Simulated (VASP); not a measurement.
# Li7Cl8 (a cell with a defect) in VASP: a series of runs

Runs on Li7Cl8 (a cell with a defect). Level: PBEsol. Tasks: single point.

Program: VASP 6.6.1. These are calculated values, not measurements. Logs are shortened: lines on timing, memory, paths and dates and some standing lists are left out, and cuts for length are marked.

## Step 1: The cell of the first run

The cell holds a defect, 15 atoms: a = 7.160 Å, b = 7.160 Å, c = 7.160 Å, α = 60.00°, β = 60.00°, γ = 60.00°.

## Step 2: Single point, PBEsol

Input file INCAR:

```
  PREC = Accurate
  ENCUT = 520
  EDIFF = 1E-6
  ISMEAR = 0
  SIGMA = 0.05
  LREAL = Auto
  LASPH = True
  NELM = 100
  ALGO = Normal
  ISIF = 2
  LWAVE = False
  LCHARG = False
  GGA = PS
  NBANDS = 52
  NELECT = 78.0
```

Input file KPOINTS:

```
regular mesh
0
Gamma
  4 4 4
```

Input file POSCAR:

```
Li7Cl8
1.0
    0.0000000000      5.0628218036     -5.0628218036
    5.0628218036      5.0628218036      0.0000000000
    5.0628218036      0.0000000000     -5.0628218036
Li Cl
7 8
Direct
    0.5000000194     -0.3808018680      0.0000000000
    1.0225966271      0.4871780196     -0.0019717265
    0.9774033517      0.0078029608      0.0019716278
    0.4980282929      0.4871780196      0.5225966077
    0.5019716472      0.0078029608      0.4774033323
    1.0000000388      0.4854664247      0.5000000194
    1.0000000388      0.0186530365      0.5000000194
    0.2223626554      0.7559010861      0.2776373640
    0.2428287125      0.2505001261      0.2571713069
    0.7502304342      0.7427654272      0.2502304148
    0.7392835745      0.2671796584      0.2392835551
    0.2607163655      0.7457466698      0.7607163849
    0.2497696046      0.2432262181      0.7497696240
    0.7776374822      0.7559009873      0.7223625760
    0.7571713263      0.2505001261      0.7428287319
```

Potentials or basis: VASP PAW PBE potentials, release 64 (Li_sv, Cl).

Run with:

```sh
> cat potpaw_PBE.64/Li_sv/POTCAR potpaw_PBE.64/Cl/POTCAR > POTCAR
> mpirun -np 1 vasp_std > vasp.out
```

OUTCAR:

```text
PREC = Accurate
   ENCUT = 520
   EDIFF = 1E-6
   ISMEAR = 0
   LREAL = Auto
   LASPH = True
   NELM = 100
   ISIF = 2
   GGA = PS
   NELECT = 78.0

 ion  position               nearest neighbor table
   1  0.500  0.619  0.000-   8 2.22  14 2.22  11 2.55  12 2.55
   2  0.023  0.487  0.998-   9 2.43  13 2.50  12 2.52  11 2.56  10 2.57
   3  0.977  0.008  0.002-  15 2.43  10 2.50  11 2.52  12 2.56  13 2.57
   4  0.498  0.487  0.523-  15 2.43  13 2.50  12 2.52  11 2.56  10 2.57
   5  0.502  0.008  0.477-   9 2.43  10 2.50  11 2.52  12 2.56  13 2.57
   6  0.000  0.485  0.500-   9 2.42  15 2.42  14 2.51   8 2.51  13 2.53  10 2.53
   7  0.000  0.019  0.500-   9 2.40  15 2.40   8 2.46  14 2.46
   8  0.222  0.756  0.278-   1 2.22   7 2.46   6 2.51
   9  0.243  0.251  0.257-   7 2.40   6 2.42   5 2.43   2 2.43
  10  0.750  0.743  0.250-   3 2.50   5 2.50   6 2.53   4 2.57   2 2.57
  11  0.739  0.267  0.239-   3 2.52   5 2.52   1 2.55   2 2.56   4 2.56
  12  0.261  0.746  0.761-   2 2.52   4 2.52   1 2.55   3 2.56   5 2.56
  13  0.250  0.243  0.750-   2 2.50   4 2.50   6 2.53   3 2.57   5 2.57
  14  0.778  0.756  0.722-   1 2.22   7 2.46   6 2.51
  15  0.757  0.251  0.743-   7 2.40   6 2.42   3 2.43   4 2.43

  LATTYP: Found a face centered cubic cell.
 ALAT       =    10.1256436072

  Lattice vectors:

 A1 = (   0.0000000000,   5.0628218036,  -5.0628218036)
 A2 = (   5.0628218036,   5.0628218036,   0.0000000000)
 A3 = (   5.0628218036,   0.0000000000,  -5.0628218036)

Analysis of symmetry for initial positions (statically):
=====================================================================
 Subroutine PRICEL returns:
 Original cell was already a primitive cell.

 Routine SETGRP: Setting up the symmetry group for a
 face centered cubic supercell.

 Subroutine GETGRP returns: Found  4 space group operations
 (whereof  1 operations were pure point group operations)
 out of a pool of 48 trial point group operations.

The static configuration has the point symmetry C_1 .
 The point group associated with its full space group is C_2v.

Analysis of symmetry for dynamics (positions and initial velocities):
=====================================================================
 Subroutine PRICEL returns:
 Original cell was already a primitive cell.

 Routine SETGRP: Setting up the symmetry group for a
 face centered cubic supercell.

 Subroutine GETGRP returns: Found  4 space group operations
 (whereof  1 operations were pure point group operations)
[... 138 lines left out ...]
   EFERMI_NEDOS =   21; number of points for ismear=-14 and -15
   IALGO  =     38    algorithm
   IMIX   =      4    mixing-type and parameters
     AMIX     =   0.40;   BMIX     =  1.00
     AMIX_MAG =   1.60;   BMIX_MAG =  1.00
  volume/ion in A,a.u.               =      17.30       116.77
  Fermi-wavevector in a.u.,A,eV,Ry     =   1.096572  2.072220 16.360593  1.202470
  Thomas-Fermi vector in A             =   2.232916
   LORBIT       =      0    0 simple, 1 ext, 2 COOP (PROOUT), +10 PAW based schemes
   GGA     = PS    functional components
   LHFCALC =     F    Hartree Fock is set to
   AEXX    =    0.0000 exact exchange contribution
   IVDW    =     0    specifies the selected vdW correction
   LEPSILON=     F    determine dielectric tensor
   LRPA    =     F    only Hartree local field effects (RPA)
 non-spin polarized calculation
 Gauss-broadening in eV      SIGMA  =   0.05
  energy-cutoff  :      520.00
  volume of cell :      259.54
 maximum number of plane-waves:      7046
 NGX is ok and might be reduce to    54
   NGX = 27   NGY = 27   NGZ = 27

 number of electron      78.0000005 magnetization

 Free energy of the ion-electron system (eV)
  ---------------------------------------------------
  ext. energy  EPLUGINS =         0.00000000
  ---------------------------------------------------
  free energy    TOTEN  =       -53.46932502 eV

  energy without entropy =      -53.46932502  energy(sigma->0) =      -53.46932502

 E-fermi :   1.0808     XC(G=0):  -8.9734

 val. band max:        0.7296843443   @ k =   0.0000   0.0000   0.0000
 cond. band min:       6.8246773533   @ k =   0.0000   0.0000   0.0000
 fundamental gap:      6.0949930090
 Fermi energy:         1.0808409153

 k-point     1 :       0.0000    0.0000    0.0000
  band No.  band energies     occupation
      1     -42.5142      2.00000
      2     -42.5129      2.00000
      3     -42.5126      2.00000
      4     -42.5116      2.00000
      5     -42.4230      2.00000
      6     -42.2738      2.00000
[... 961 lines left out ...]
     50       9.9926      0.00000
     51      10.0974      0.00000
 [bands above 51 left out]

------------------------ aborting loop because EDIFF is reached ----------------------------------------

  FORCE on cell =-STRESS in cart. coord.  units (eV):
  Direction    XX          YY          ZZ          XY          YZ          ZX
  --------------------------------------------------------------------------------------
  -------------------------------------------------------------------------------------
  Total        8.7927114      8.7927114      6.7337558     -1.0831290      0.0000000      0.0000000
  in kB       54.2782053     54.2782053     41.5680859     -6.6862536      0.0000000      0.0000000
  external PRESSURE =      50.0414988 kB  Pullay stress =       0.0000000 kB

 VOLUME and BASIS-vectors are now :
 -----------------------------------------------------------------------------
  energy-cutoff  :      520.00
  volume of cell :      259.54
      direct lattice vectors                 reciprocal lattice vectors
     0.000000000  5.062821804 -5.062821804    -0.098759154  0.098759154 -0.098759154
     5.062821804  5.062821804  0.000000000     0.098759154  0.098759154  0.098759154
     5.062821804  0.000000000 -5.062821804     0.098759154 -0.098759154 -0.098759154

 POSITION                                       TOTAL-FORCE (eV/Angst)
 -----------------------------------------------------------------------------------
      3.13489      5.66630     -2.53141        -0.336451     -0.336451     -0.000000
      7.51933      2.58090     -5.16724         0.020107     -0.002423      0.014712
      0.04949      4.98792     -4.95840        -0.002423      0.020107     -0.014712
      5.11231      4.98792     -5.16724        -0.002423      0.020107      0.014712
      2.45651      2.58090     -4.95840         0.020107     -0.002423     -0.014712
      4.98924      2.45783     -2.53141         0.045085      0.045085     -0.000000
      2.62585      0.09444     -2.53141         0.001068      0.001068     -0.000000
      5.23262      4.95278     -2.53141        -0.005785      0.089513     -0.000000
      2.57025      2.49764     -2.53141         0.025575      0.028448     -0.000000
      5.02736      7.55877     -5.06515         0.035603      0.035603     -0.049728
      2.56413      5.09554     -4.95431         0.022987      0.022987      0.007841
      7.62695      5.09554     -5.17133         0.022987      0.022987     -0.007841
      5.02736      2.49595     -5.06049         0.035603      0.035603      0.049728
      7.48418      7.76403     -7.59423         0.089513     -0.005785     -0.000000
      5.02905      5.10166     -7.59423         0.028448      0.025575     -0.000000
 -----------------------------------------------------------------------------------
    total drift:                                0.000032      0.000906      0.002828

  FREE ENERGIE OF THE ION-ELECTRON SYSTEM (eV)
  ---------------------------------------------------
  free  energy   TOTEN  =       -53.4693250197 eV

  energy  without entropy=      -53.4693250197  energy(sigma->0) =      -53.46932502
```

OSZICAR:

```text
N       E                     dE             d eps       ncg     rms          rms(c)
DAV:   1     0.657414339971E+03    0.65741E+03   -0.32593E+04  1872   0.147E+03
DAV:   2     0.236075115224E+02   -0.63381E+03   -0.59762E+03  2376   0.344E+02
DAV:   3    -0.472010971491E+02   -0.70809E+02   -0.70498E+02  2516   0.109E+02
DAV:   4    -0.536369712131E+02   -0.64359E+01   -0.64020E+01  3432   0.315E+01
DAV:   5    -0.543900970842E+02   -0.75313E+00   -0.75287E+00  2952   0.714E+00    0.701E+00
DAV:   6    -0.534732980718E+02    0.91680E+00   -0.20503E+00  2432   0.468E+00    0.481E+00
DAV:   7    -0.534448801619E+02    0.28418E-01   -0.58459E-01  3008   0.238E+00    0.250E+00
DAV:   8    -0.534667386814E+02   -0.21859E-01   -0.83458E-02  2824   0.114E+00    0.374E-01
DAV:   9    -0.534685051162E+02   -0.17664E-02   -0.84187E-03  2976   0.328E-01    0.157E-01
DAV:  10    -0.534691229835E+02   -0.61787E-03   -0.93598E-04  2544   0.123E-01    0.553E-02
DAV:  11    -0.534693019506E+02   -0.17897E-03   -0.18911E-04  2616   0.592E-02    0.251E-02
DAV:  12    -0.534693202701E+02   -0.18319E-04   -0.41495E-05  2864   0.240E-02    0.950E-03
DAV:  13    -0.534693233761E+02   -0.31059E-05   -0.77841E-06  2504   0.127E-02    0.768E-03
DAV:  14    -0.534693247235E+02   -0.13474E-05   -0.16683E-06  1888   0.521E-03    0.442E-03
DAV:  15    -0.534693250197E+02   -0.29625E-06   -0.59814E-07  1648   0.368E-03
   1 F= -.53469325E+02 E0= -.53469325E+02  d E =-.167101E-24
```

Wall time 7 min (1 thread of Intel Xeon Platinum 8259CL at 2.50GHz (Skylake/Cascade Lake), shared host); peak memory 0.44 GiB.

Results:

```
Free energy   : -53.4693 eV
Largest force : 0.476 eV/Å
```

Forces on the atoms (eV/Å):
```
Li  -0.336 -0.336  0.000
Li   0.020 -0.002  0.015
Li  -0.002  0.020 -0.015
Li  -0.002  0.020  0.015
Li   0.020 -0.002 -0.015
Li   0.045  0.045  0.000
Li   0.001  0.001  0.000
Cl  -0.006  0.090  0.000
Cl   0.026  0.028  0.000
Cl   0.036  0.036 -0.050
Cl   0.023  0.023  0.008
Cl   0.023  0.023 -0.008
Cl   0.036  0.036  0.050
Cl   0.090 -0.006  0.000
Cl   0.028  0.026  0.000
```

Levels at points of the mesh, in eV from the Fermi level:
| k point | band 36 | band 37 | band 38 | band 39 | band 40 | band 41 | band 42 | band 43 |
| --- | --- | --- | --- | --- | --- | --- | --- | --- |
| (0.00, 0.00, 0.00) | -0.49 | -0.43 | -0.42 | -0.35 | 5.74 | 5.84 | 6.21 | 6.30 |
| (0.50, 0.00, 0.00) | -0.62 | -0.58 | -0.53 | -0.48 | 6.50 | 6.58 | 7.02 | 7.39 |
| (0.00, 0.50, 0.00) | -0.69 | -0.61 | -0.50 | -0.43 | 6.55 | 6.64 | 7.19 | 7.36 |
| (0.50, 0.50, 0.00) | -0.85 | -0.80 | -0.76 | -0.46 | 7.31 | 7.51 | 7.56 | 7.83 |
| (0.50, 0.00, 0.50) | -0.92 | -0.85 | -0.65 | -0.48 | 7.24 | 7.37 | 7.77 | 7.79 |

Caveat: the cell carries a net charge on a neutralising background, which shifts energy and pressure; the cell is charged against a uniform background, so pressure and absolute levels hang on convention; the cutoff is under 1.25 times the usual one of these potentials, so pressure, stress and relaxed cells hold a basis-set (Pulay) error; the PAW data sets were made with another functional, which shifts forces and pressure a little.

## Step 3: Single point, PBEsol

Input file INCAR:

```
PREC = Accurate ; ENCUT = 520
EDIFF = 1E-6 ; ISMEAR = 0
SIGMA = 0.05 ; LREAL = Auto
LASPH = T ; NELM = 80
ALGO = Normal ; ISIF = 2
LWAVE = F ; LCHARG = T
GGA = PS ; LELF = T
LVHAR = T ; NELECT = 78.0
NBANDS = 52
```

KPOINTS is that of step 2.

Input file POSCAR:

```
Li7Cl8
1.0
    0.0000000000      5.0628218036     -5.0628218036
    5.0628218036      5.0628218036      0.0000000000
    5.0628218036      0.0000000000     -5.0628218036
Li Cl
7 8
Direct
    0.5000000194     -0.1191981514      0.0000000000
    1.0225967259      0.4921970586     -0.0019718253
    0.9774032530      0.0128219998      0.0019717265
    0.4980281941      0.4921970586      0.5225967065
    0.5019717459      0.0128219998      0.4774032336
    1.0000000388      0.4813467854      0.5000000194
    1.0000000388      0.0145333972      0.5000000194
    0.2223626554      0.7440989721      0.2776373640
    0.2428287125      0.2494998933      0.2571713069
    0.7392835745      0.7542532896      0.2392835551
    0.7502304342      0.2567738013      0.2502304148
    0.2497695058      0.7572347297      0.7497695252
    0.2607163655      0.2328204598      0.7607163849
    0.7776373834      0.7440989721      0.7223626748
    0.7571714251      0.2494997946      0.7428286331
```

Potentials or basis: VASP PAW PBE potentials, release 64 (Li_sv, Cl).

Run with:

```sh
> cat potpaw_PBE.64/Li_sv/POTCAR potpaw_PBE.64/Cl/POTCAR > POTCAR
> mpirun -np 1 vasp_std > vasp.out
```

OUTCAR:

```text
PREC = Accurate
   ENCUT = 520
   EDIFF = 1E-6
   ISMEAR = 0
   LREAL = Auto
   LASPH = T
   NELM = 80
   ISIF = 2
   GGA = PS
   NELECT = 78.0

 ion  position               nearest neighbor table
   1  0.500  0.881  0.000-  14 2.22   8 2.22  10 2.55  13 2.55
   2  0.023  0.492  0.998-   9 2.43  12 2.50  13 2.52  10 2.56  11 2.57
   3  0.977  0.013  0.002-  15 2.43  11 2.50  10 2.52  13 2.56  12 2.57
   4  0.498  0.492  0.523-  15 2.43  12 2.50  13 2.52  10 2.56  11 2.57
   5  0.502  0.013  0.477-   9 2.43  11 2.50  10 2.52  13 2.56  12 2.57
   6  0.000  0.481  0.500-  15 2.40   9 2.40   8 2.46  14 2.46
   7  0.000  0.015  0.500-  15 2.42   9 2.42  14 2.51   8 2.51  12 2.53  11 2.53
   8  0.222  0.744  0.278-   1 2.22   6 2.46   7 2.51
   9  0.243  0.249  0.257-   6 2.40   7 2.42   5 2.43   2 2.43
  10  0.739  0.754  0.239-   3 2.52   5 2.52   1 2.55   4 2.56   2 2.56
  11  0.750  0.257  0.250-   3 2.50   5 2.50   7 2.53   2 2.57   4 2.57
  12  0.250  0.757  0.750-   2 2.50   4 2.50   7 2.53   3 2.57   5 2.57
  13  0.261  0.233  0.761-   2 2.52   4 2.52   1 2.55   3 2.56   5 2.56
  14  0.778  0.744  0.722-   1 2.22   6 2.46   7 2.51
  15  0.757  0.249  0.743-   6 2.40   7 2.42   3 2.43   4 2.43

  LATTYP: Found a face centered cubic cell.
 ALAT       =    10.1256436072

  Lattice vectors:

 A1 = (   0.0000000000,   5.0628218036,  -5.0628218036)
 A2 = (   5.0628218036,   5.0628218036,   0.0000000000)
 A3 = (   5.0628218036,   0.0000000000,  -5.0628218036)

Analysis of symmetry for initial positions (statically):
=====================================================================
 Subroutine PRICEL returns:
 Original cell was already a primitive cell.

 Routine SETGRP: Setting up the symmetry group for a
 face centered cubic supercell.

 Subroutine GETGRP returns: Found  4 space group operations
 (whereof  1 operations were pure point group operations)
 out of a pool of 48 trial point group operations.

[... 169 lines left out ...]
  volume of cell :      259.54
 maximum number of plane-waves:      7046
 NGX is ok and might be reduce to    54
   NGX = 27   NGY = 27   NGZ = 27

 number of electron      78.0000005 magnetization

 Free energy of the ion-electron system (eV)
  ---------------------------------------------------
  ext. energy  EPLUGINS =         0.00000000
  ---------------------------------------------------
  free energy    TOTEN  =       -53.46932505 eV

  energy without entropy =      -53.46932505  energy(sigma->0) =      -53.46932505

 E-fermi :   1.0982     XC(G=0):  -8.9734

 val. band max:        0.7296888498   @ k =   0.0000   0.0000   0.0000
 cond. band min:       6.8246781550   @ k =   0.0000   0.0000   0.0000
 fundamental gap:      6.0949893052
 Fermi energy:         1.0981514386

 k-point     1 :       0.0000    0.0000    0.0000
  band No.  band energies     occupation
      1     -42.5142      2.00000
      2     -42.5129      2.00000
      3     -42.5127      2.00000
      4     -42.5116      2.00000
      5     -42.4230      2.00000
      6     -42.2738      2.00000
[... 961 lines left out ...]
     50       9.9926      0.00000
     51      10.0796      0.00000
 [bands above 51 left out]

------------------------ aborting loop because EDIFF is reached ----------------------------------------

  FORCE on cell =-STRESS in cart. coord.  units (eV):
  Direction    XX          YY          ZZ          XY          YZ          ZX
  --------------------------------------------------------------------------------------
  -------------------------------------------------------------------------------------
  Total        8.7925733      8.7925733      6.7336245     -1.0831318      0.0000000     -0.0000000
  in kB       54.2773529     54.2773529     41.5672752     -6.6862707      0.0000000     -0.0000000
  external PRESSURE =      50.0406604 kB  Pullay stress =       0.0000000 kB

 VOLUME and BASIS-vectors are now :
 -----------------------------------------------------------------------------
  energy-cutoff  :      520.00
  volume of cell :      259.54
      direct lattice vectors                 reciprocal lattice vectors
     0.000000000  5.062821804 -5.062821804    -0.098759154  0.098759154 -0.098759154
     5.062821804  5.062821804  0.000000000     0.098759154  0.098759154  0.098759154
     5.062821804  0.000000000 -5.062821804     0.098759154 -0.098759154 -0.098759154

 POSITION                                       TOTAL-FORCE (eV/Angst)
 -----------------------------------------------------------------------------------
      4.45934      6.99075     -2.53141         0.336454      0.336454      0.000000
      7.54474      2.60631     -5.16724         0.002425     -0.020106      0.014720
      0.07490      5.01333     -4.95840        -0.020106      0.002425     -0.014720
      5.13772      5.01333     -5.16724        -0.020106      0.002425      0.014720
      2.48192      2.60631     -4.95840         0.002425     -0.020106     -0.014720
      4.96838      2.43697     -2.53141        -0.001066     -0.001066      0.000000
      2.60499      0.07358     -2.53141        -0.045086     -0.045086      0.000000
      5.17287      4.89302     -2.53141        -0.089507      0.005783      0.000000
      2.56519      2.49257     -2.53141        -0.028446     -0.025587      0.000000
      5.03010      7.56151     -4.95431        -0.022989     -0.022989      0.007844
      2.56687      5.09828     -5.06515        -0.035603     -0.035603     -0.049734
      7.62969      5.09828     -5.06049        -0.035603     -0.035603      0.049734
      5.03010      2.49869     -5.17133        -0.022989     -0.022989     -0.007844
      7.42443      7.70428     -7.59423         0.005783     -0.089507      0.000000
      5.02398      5.09660     -7.59423        -0.025587     -0.028446      0.000000
 -----------------------------------------------------------------------------------
    total drift:                               -0.000869     -0.000017      0.001815

  FREE ENERGIE OF THE ION-ELECTRON SYSTEM (eV)
  ---------------------------------------------------
  free  energy   TOTEN  =       -53.4693250504 eV

  energy  without entropy=      -53.4693250504  energy(sigma->0) =      -53.46932505
```

Wall time 14 min (1 thread of Oxide Virtual Turin-like, shared host); peak memory 0.4 GiB.

What came out:

```
Free energy   : -53.4693 eV
Largest force : 0.476 eV/Å
```

Forces on the atoms (eV/Å):
```
Li   0.336  0.336  0.000
Li   0.002 -0.020  0.015
Li  -0.020  0.002 -0.015
Li  -0.020  0.002  0.015
Li   0.002 -0.020 -0.015
Li  -0.001 -0.001  0.000
Li  -0.045 -0.045  0.000
Cl  -0.090  0.006  0.000
Cl  -0.028 -0.026  0.000
Cl  -0.023 -0.023  0.008
Cl  -0.036 -0.036 -0.050
Cl  -0.036 -0.036  0.050
Cl  -0.023 -0.023 -0.008
Cl   0.006 -0.090  0.000
Cl  -0.026 -0.028  0.000
```

Caveat: the cell carries a net charge on a neutralising background, which shifts energy and pressure; the cell is charged against a uniform background, so pressure and absolute levels hang on convention; the cutoff is under 1.25 times the usual one of these potentials, so pressure, stress and relaxed cells hold a basis-set (Pulay) error; the PAW data sets were made with another functional, which shifts forces and pressure a little.
